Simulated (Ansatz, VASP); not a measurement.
## WC in VASP and in Ansatz

INCAR

```
  PREC = Accurate
  ENCUT = 600
  EDIFF = 1E-6
  ISMEAR = -1
  SIGMA = 0.08
  LREAL = False
  LASPH = True
  NELM = 100
  ALGO = Normal
  ISIF = 3
  LWAVE = False
  LCHARG = False
  GGA = PE
  IBRION = 2
  NSW = 60
  EDIFFG = -0.005
```

KPOINTS

```
Automatic mesh
0
Gamma
  15 15 15
```

Contents of POSCAR:

```
WC
1.0
    0.0000000000      2.1544346900      2.1544346900
    2.1544346900      0.0000000000      2.1544346900
    2.1544346900      2.1544346900      0.0000000000
W C
1 1
Direct
    0.0000000000      0.0000000000      0.0000000000
    0.5000000000      0.5000000000      0.5000000000
```

Input for Ansatz:

```yaml
crystal:
  lattice:
    - [0.0, 2.15443469, 2.15443469]
    - [2.15443469, 0.0, 2.15443469]
    - [2.15443469, 2.15443469, 0.0]
  atoms:
    - { symbol: W, position: [0.0, 0.0, 0.0] }
    - { symbol: C, position: [0.5, 0.5, 0.5] }
kpoints:
  mp_grid: { grid: [15, 15, 15] }
scf:
  occupations: { method: fermi_dirac, width: 0.08 }
hamiltonian:
  xc: pbe
  pseudopotentials: { kind: paw }
output:
  forces: true
  stress: true
  write_density: true
  write_potential: true
  elf: true
  volumetric_format: npy
relax:
  f_tol: 0.005
  max_steps: 40
  cell: {}
```

Alike in both runs: task relaxation of cell and atoms; functional PBE; k mesh 15 × 15 × 15; occupations fermi-dirac, width 0.08 eV; no spin polarisation.

|  | VASP | Ansatz |
| --- | --- | --- |
| version | VASP 6.6.1 | Ansatz 0.2.0 |
| potentials or method | VASP PAW PBE potentials, release 64 (W_sv, C) | PAW with Ansatz's default frozen-core files, scalar-relativistic |
| plane-wave cutoff (eV) | 600 | 420 |
| valence electrons in the cell | 18 | 18 |

```csv
,VASP,Ansatz,Ansatz less VASP
relaxed volume (Å³/atom),10.53,10.50,-0.024
relaxed cell length with the largest relative difference (Å),3.100,3.097,-0.0023
```

Neither program's run includes spin-orbit coupling. Noted on VASP's run: too few bands were computed for a metal, which touches its energy and stress.
